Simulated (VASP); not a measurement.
This VASP 6.6.1 run on InPd needs a look.

The input POSCAR:

```
InPd
1.0
    3.2718847800      0.0000000000      0.0000000000
    0.0000000000      3.2718847800      0.0000000000
    0.0000000000      0.0000000000      3.2718847800
In Pd
1 1
Direct
    0.0000000000      0.0000000000      0.0000000000
    0.5000000000      0.5000000000      0.5000000000
```

INCAR.step1

```
SYSTEM = InPd
GGA = PS
ISMEAR = 1
SIGMA = 0.1
LWAVE = .False.
LCHARG = .True.
NBANDS = 28
PREC = Accurate
LASPH = .True.
LREAL = .False.
ALGO = Normal
EDIFF = 1E-6
NELM = 120
GGA_COMPAT = .False.
ENCUT = 290
LMAXMIX = 4
```

The input KPOINTS.step1:

```
k-points
0
Gamma
  9 9 9
```

File INCAR.step2:

```
SYSTEM = InPd
GGA = PS
ISMEAR = -5
LWAVE = .False.
LCHARG = .False.
NBANDS = 28
PREC = Accurate
LASPH = .True.
LREAL = .False.
ALGO = Normal
EDIFF = 1E-6
NELM = 67
GGA_COMPAT = .False.
ENCUT = 290
LMAXMIX = 4
NEDOS = 2001
LORBIT = 11
EMIN = -6.6399
EMAX = 18.3601
ICHARG = 11
```

File KPOINTS.step2:

```
Automatic mesh
0
Gamma
  1 1 1
  0 0 0
```

Potentials or basis: VASP PAW PBE potentials, release 64 (In_d, Pd).

Run with:

```bash
$ cat potpaw_PBE.64/In_d/POTCAR potpaw_PBE.64/Pd/POTCAR > POTCAR
$ cp INCAR.step1 INCAR
$ cp KPOINTS.step1 KPOINTS
$ mpirun -np 1 vasp_std > vasp.out
$ cp INCAR.step2 INCAR
$ cp KPOINTS.step2 KPOINTS
$ mpirun -np 1 vasp_std > vasp.out
```

OUTCAR:

```text
SYSTEM = InPd
   GGA = PS
   ISMEAR = -5
   PREC = Accurate
   LASPH = .True.
   LREAL = .False.
   EDIFF = 1E-6
   NELM = 67
   ENCUT = 290
   LORBIT = 11
   EMIN = -6.6399
   ICHARG = 11

|       ---->  I REFUSE TO CONTINUE WITH THIS SICK JOB ... BYE!!! <----       |
|                                                                             |
 -----------------------------------------------------------------------------
```

On the terminal:

```text
POSCAR found type information on POSCAR InPd
 POSCAR found :  2 types and       2 ions
[... 25 lines left out ...]

1
```

Question: Diagnose the run.

Answer: The program refused the input. The input holds a flaw that was put in on purpose: tetrahedra on too few k points (KPAR = left out; k = 1 × 1 × 1).
